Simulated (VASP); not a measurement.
Set up this calculation in VASP 6.6.1, as the native input.

| Quantity | Value |
| --- | --- |
| Task | single point |
| Functional | PBE |
| Potentials or basis | VASP PAW PBE potentials, release 64 (Nb_sv, Si, B) |
| Cutoff | 520 eV |
| k mesh | 6 × 6 × 4 |
| Occupations | gaussian, width 0.1 eV |
| Spin | no spin polarisation |
| Dipole correction | no |
| Further INCAR settings | ALGO = Normal; EDIFF = 1e-06; NBANDS = 26 |

The structure of Nb2SiB2 lies in POSCAR:

```
Nb2SiB2
1.0
    3.9302040500      0.0000000000      0.0000000000
   -1.9651020300      3.4036565500      0.0000000000
    0.0000000000      0.0000000000      5.3675645600
Nb Si B
2 1 2
Direct
    0.3333333300      0.6666666700      0.5000000000
    0.6666666700      0.3333333300      0.5000000000
    0.0000000000      0.0000000000      0.0000000000
    0.3333333300      0.6666666700      0.0000000000
    0.6666666700      0.3333333300      0.0000000000
```

The input as run:

INCAR

```
SYSTEM = Nb2SiB2
PREC     = Accurate       ! precision mode
ENCUT    = 520            ! plane-wave cutoff, eV
EDIFF    = 1E-6           ! SCF threshold, eV
ISMEAR   = 0              ! smearing method
SIGMA    = 0.1            ! smearing width, eV
LREAL    = .False.        ! projectors in reciprocal space
LASPH    = .True.         ! aspherical terms in the spheres
NELM     = 60             ! most SCF steps
ALGO     = Normal         ! electronic algorithm
ISIF     = 2              ! what is computed and relaxed
LWAVE    = .False.        ! write WAVECAR
LCHARG   = .False.        ! write CHGCAR
GGA      = PE             ! functional
NBANDS   = 26             ! bands
```

KPOINTS

```
regular mesh
0
Gamma
  6 6 4
  0 0 0
```

Potentials or basis: VASP PAW PBE potentials, release 64 (Nb_sv, Si, B).

Launch:

```sh
$ cat potpaw_PBE.64/Nb_sv/POTCAR potpaw_PBE.64/Si/POTCAR potpaw_PBE.64/B/POTCAR > POTCAR
$ mpirun -np 1 vasp_std > vasp.out
```

Results of the run:

```
Pressure               : 3.2 GPa
Band gap on the k mesh : zero (band 18 reaches 9.82 eV, above the bottom of band 19 at 8.09 eV)
```

Run time: 39 s on 1 thread of Intel Xeon 6975P-C, with other jobs on the host, peak memory 0.2 GiB.
